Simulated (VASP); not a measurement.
A run of VASP 6.6.1 is set up as follows.

File INCAR:

```
ALGO = Normal ; EDIFF = 1E-6
ENCUT = 520 ; ISIF = 2
ISMEAR = -1 ; LASPH = T
LCHARG = F ; LREAL = F
LWAVE = F ; NBANDS = 20
NELM = 100 ; PREC = Accurate
SIGMA = 0.15
```

Contents of KPOINTS:

```
k-points
0
Gamma
  18 18 10
```

The input POSCAR:

```
Ta2C
1.0
    3.0976538952      0.0000000000      0.0000000000
   -1.5488269476      2.6826469654      0.0000000000
    0.0000000000      0.0000000000      4.9200591353
Ta C
2 1
Direct
    0.3333333333      0.6666666667      0.2518969655
    0.6666666667      0.3333333333      0.7481030345
    0.0000000000      0.0000000000      0.0000000000
```

Potentials or basis: VASP PAW LDA potentials, release 64 (Ta_pv, C).

The run is started by

```console
$ cat potpaw_LDA.64/Ta_pv/POTCAR potpaw_LDA.64/C/POTCAR > POTCAR
$ mpirun -np 1 vasp_std > vasp.out
```

Question: Predict the band gap on the k mesh.

Answer: Zero (band 13 reaches 7.02 eV, above the bottom of band 14 at 6.22 eV).

Question: Predict the largest force.

Answer: 0.055 eV/Å.

Question: Estimate the pressure.

Answer: -4.0 GPa.

Forces in eV/Å, atoms in the order of the input:
```
Ta   0.000  0.000  0.055
Ta   0.000  0.000 -0.055
C    0.000  0.000  0.000
```

Caveat: spin-orbit coupling is left out, which moves the levels of the heavy elements.
